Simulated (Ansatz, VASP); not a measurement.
BN: VASP beside Ansatz

File INCAR:

```
SYSTEM = BN
PREC = Accurate
ENCUT = 520
EDIFF = 1E-6
ISMEAR = 0
SIGMA = 0.05
LREAL = .False.
LASPH = .True.
NELM = 100
ALGO = Normal
ISIF = 2
LWAVE = .False.
LCHARG = .False.
GGA = PE
NBANDS = 16
```

The input KPOINTS:

```
regular mesh
0
Gamma
  15 15 4
  0 0 0
```

Contents of POSCAR:

```
BN
1.0
    2.5944192930      0.0000000000      0.0000000000
   -1.2972096465      2.2468330159      0.0000000000
    0.0000000000      0.0000000000      6.8911666223
B N
2 2
Direct
    0.3333333333      0.6666666667      0.2500000000
    0.6666666667      0.3333333333      0.7500000000
    0.3333333333      0.6666666667      0.7500000000
    0.6666666667      0.3333333333      0.2500000000
```

Input for Ansatz:

```yaml
crystal:
  lattice:
    - [2.594419293, 0.0, 0.0]
    - [-1.2972096465, 2.2468330159, 0.0]
    - [0.0, 0.0, 6.8911666223]
  atoms:
    - { symbol: B, position: [0.3333333333, 0.6666666667, 0.25] }
    - { symbol: B, position: [0.6666666667, 0.3333333333, 0.75] }
    - { symbol: "N", position: [0.3333333333, 0.6666666667, 0.75] }
    - { symbol: "N", position: [0.6666666667, 0.3333333333, 0.25] }
basis:
  ecutwfc: 500
  fft_grid_basis: typed
kpoints:
  mp_grid: { grid: [15, 15, 4] }
hamiltonian:
  xc: pbe
scf:
  occupations: { method: gaussian, width: 0.05 }
output:
  forces: true
  stress: true
  eigenvalues: true
  bader: true
  write_density: true
  volumetric_format: npy
  elf: true
```

Alike in both runs: task single point; functional PBE; k mesh 15 × 15 × 4; occupations gaussian, width 0.05 eV; no spin polarisation.

|  | VASP | Ansatz |
| --- | --- | --- |
| version | VASP 6.6.1 | Ansatz 0.2.0 |
| potentials or method | VASP PAW PBE potentials, release 64 (B, N), cutoff 520 eV | scalar-relativistic, plane waves, PAW |
| valence electrons in the cell | 16 | 16 |

|  | VASP | Ansatz | Ansatz less VASP |
| --- | --- | --- | --- |
| gap on the k mesh at the Fermi level (eV) | 4.16 | 4.16 | +0.005 |
| pressure (GPa) | -18.5 | -18.5 | -0.02 |
| traceless stress, the component that is largest in VASP (GPa) | 20.06 | 20.19 | +0.136 |

The functional is the same, so the differences come from potentials, cutoffs and numerics.
